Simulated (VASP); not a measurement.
The system is InAs.

```
In As
1.0
     0.00000    2.87730    2.87730
     2.87730    0.00000    2.87730
     2.87730    2.87730    0.00000
In As
1 1
Direct
  0.50000 0.50000 0.50000
  0.00000 0.00000 0.00000
```

* Program: VASP 6.6.1
* Task: relaxation of cell and atoms
* Functional: PBE
* Dispersion: D3(BJ)
* Potentials or basis: VASP PAW PBE potentials, release 64 (In_d, As)
* Cutoff: 600 eV
* k mesh: 8 × 8 × 8
* Occupations: fermi-dirac, width 0.05 eV
* Spin: no spin polarisation

At the start: pressure -2.6 GPa; volume 23.82 Å³/atom.

How do energy, volume and symmetry change on relaxing?

Over 3 steps the energy falls by 8.1 meV/atom and the volume is 22.85 Å³/atom (-4.1 %); space group Fm-3m (No. 225, to 0.05 Å).

Step by step:
| step | energy change (eV) | largest force (eV/Å) | pressure (GPa) | volume (Å³) |
| --- | --- | --- | --- | --- |
| 1 | 0.0000 | 0.0000 | -2.57 | 47.64 |
| 2 | -0.0141 | 0.0000 | 1.04 | 45.05 |
| 3 | -0.0162 | 0.0000 | 0.01 | 45.71 |

Final structure:
```
CELL_PARAMETERS angstrom
0.00000 2.83787 2.83787
2.83787 0.00000 2.83787
2.83787 2.83787 0.00000
ATOMIC_POSITIONS crystal
In 0.50000 0.50000 0.50000
As 0.00000 0.00000 0.00000
```

Caveat: pairwise dispersion overbinds metals, which lowers pressure and volume.
